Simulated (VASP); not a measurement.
## SnO2: single point with PBE

Crystal: SnO2.

```
Sn O
1.0
    -2.02625    2.02625    5.18069
     2.02625   -2.02625    5.18069
     2.02625    2.02625   -5.18069
Sn O
2 4
Direct
  0.75000 0.25000 0.50000
  0.00000 0.00000 0.00000
  0.55214 0.76929 0.78285
  0.95240 0.45240 0.50000
  0.20240 0.20240 0.00000
  0.54760 0.04760 0.50000
```

This cell differs from its parent crystal: atom 3 (O) moved by -0.880 Å along [0 1 0] and -0.293 Å along [0 0 1].

* Program: VASP 6.6.1
* Task: single point
* Functional: PBE
* Potentials or basis: VASP PAW PBE potentials, release 64 (Sn_d, O)
* Cutoff: 520 eV
* k mesh: 10 × 10 × 10
* Occupations: gaussian, width 0.05 eV
* Spin: no spin polarisation

* Pressure: -1.9 GPa
* Largest force: 4.092 eV/Å
* Band gap on the k mesh: 0.40 eV (least direct gap 0.59 eV)

Forces in eV/Å, atoms in the order of the input:
```
Sn   0.000 -0.990 -0.280
Sn   0.000 -0.708  0.048
O    0.000  3.600  1.945
O    0.000  0.311 -0.609
O    0.000 -2.028 -0.648
O    0.000 -0.186 -0.457
```

Stress tensor (GPa, compression positive):
```
-1.58  0.00  0.00
 0.00 -3.27 -0.13
 0.00 -0.13 -0.76
```

Levels at points of the mesh, in eV from the valence-band top:
```tsv
k point	band 23	band 24	band 25	band 26	band 27	band 28	band 29	band 30
(0.00, 0.00, 0.00)	-1.39	-1.35	-0.73	-0.19	0.40	3.49	7.30	8.28
(0.50, 0.00, 0.00)	-1.46	-1.15	-0.90	-0.82	2.55	4.24	6.69	7.33
(0.00, 0.50, 0.00)	-1.82	-0.99	-0.92	-0.43	3.23	4.30	5.34	6.94
(0.00, 0.50, 0.50)	-1.56	-1.29	-0.80	-0.68	2.56	4.42	6.40	7.72
(0.50, 0.50, 0.00)	-1.28	-0.79	-0.68	-0.03	4.18	4.67	6.21	6.67
(0.50, 0.50, 0.50)	-1.70	-1.40	-1.08	-0.25	1.60	2.95	6.29	7.40
```

Wall time 23 min on 1 thread of AMD EPYC 9R45 96-Core Processor (Zen 5), on a shared host, peak memory 0.76 GiB.

Caveat: the cell differs from its parent crystal (atom 3 (O) moved by -0.880 Å along [0 1 0] and -0.293 Å along [0 0 1]); spin-orbit coupling is left out, which moves the levels of the heavy elements; forces of over 1 eV/Å act on the atoms, so gaps and moduli don't describe the material at rest. A k mesh can miss the band edges.
